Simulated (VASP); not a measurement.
Input of a VASP 6.6.1 run:

The input POSCAR:

```
Ge
1.0
    4.0346525823      0.0000000000      0.0000000000
   -2.0173262911      3.4941116317      0.0000000000
    0.0000000000      0.0000000000      6.5824805401
Ge
4
Direct
    0.3333333333      0.6666666667     -0.0007944314
    0.6666666667      0.3333333333      0.4992055686
    0.3333333333      0.6666666667      0.3747944314
    0.6666666667      0.3333333333      0.8747944314
```

Contents of INCAR.step1:

```
ALGO = Normal
EDIFF = 1E-5
ENCUT = 550
GGA = PE
GGA_COMPAT = False
ISMEAR = 0
LASPH = True
LCHARG = False
LREAL = False
LWAVE = True
NBANDS = 36
NELM = 120
PREC = Accurate
SIGMA = 0.01
```

Contents of INCAR.step2:

```
ALGO = Normal
EDIFF = 1E-6
ENCUT = 550
GGA_COMPAT = False
ISIF = 2
ISMEAR = 0
ISTART = 1
LASPH = True
LCHARG = False
LMIXTAU = True
LREAL = False
LWAVE = False
METAGGA = R2SCAN
NBANDS = 36
NELM = 120
PREC = Accurate
SIGMA = 0.01
```

KPOINTS

```
k-points
0
Gamma
  9 9 6
```

Potentials or basis: VASP PAW PBE potentials, release 64 (Ge_d).

The run is started by

```sh
$ cat potpaw_PBE.64/Ge_d/POTCAR > POTCAR
$ cp INCAR.step1 INCAR
$ mpirun -np 1 vasp_std > vasp.out
$ cp INCAR.step2 INCAR
$ mpirun -np 1 vasp_std > vasp.out
```

What does it give for the band gap on the k mesh?

Zero (filled and empty bands overlap).

Predict the pressure.

-1.0 GPa.

Stress tensor (GPa, compression positive):
```
-1.59  0.00  0.00
 0.00 -1.59  0.00
 0.00  0.00  0.10
```

Caveat: semilocal functionals underestimate gaps, and a narrow one can read as zero; the PAW data sets were made with another functional, which shifts forces and pressure a little.
